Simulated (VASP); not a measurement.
A run of VASP 6.6.1 is set up as follows.

The input INCAR:

```
PREC = Accurate
ENCUT = 520
EDIFF = 1E-6
ISMEAR = 0
SIGMA = 0.1
LREAL = F
LASPH = T
NELM = 100
ALGO = Normal
ISIF = 2
LWAVE = F
LCHARG = F
LDIPOL = T
IDIPOL = 3
DIPOL = 0.5 0.5 0.500
GGA = PE
IBRION = 2
NSW = 70
EDIFFG = -0.03
```

KPOINTS

```
Automatic mesh
0
Gamma
  12 12 1
```

POSCAR

```
Ru
1.0
    2.7200250880      0.0000000000      0.0000000000
   -1.3600125440      2.3556108251      0.0000000000
    0.0000000000      0.0000000000     20.4451542509
Ru
4
Selective dynamics
Direct
    0.6666666667      0.3333333333      0.3423794173  F F F
    0.3333333333      0.6666666667      0.4474598058  F F F
    0.6666666667      0.3333333333      0.5525401942  T T T
    0.3333333333      0.6666666667      0.6576205827  T T T
```

Potentials or basis: VASP PAW PBE potentials, release 64 (Ru_pv).

The run is started by

```console
$ cat potpaw_PBE.64/Ru_pv/POTCAR > POTCAR
$ mpirun -np 1 vasp_std > vasp.out
```

(1) Predict the energy gained by relaxing.

(2) Predict the band gap on the k mesh.

Results:

(1) 6.3 meV/atom.

(2) zero (bands 28 and 29 overlap by 2.33 eV).
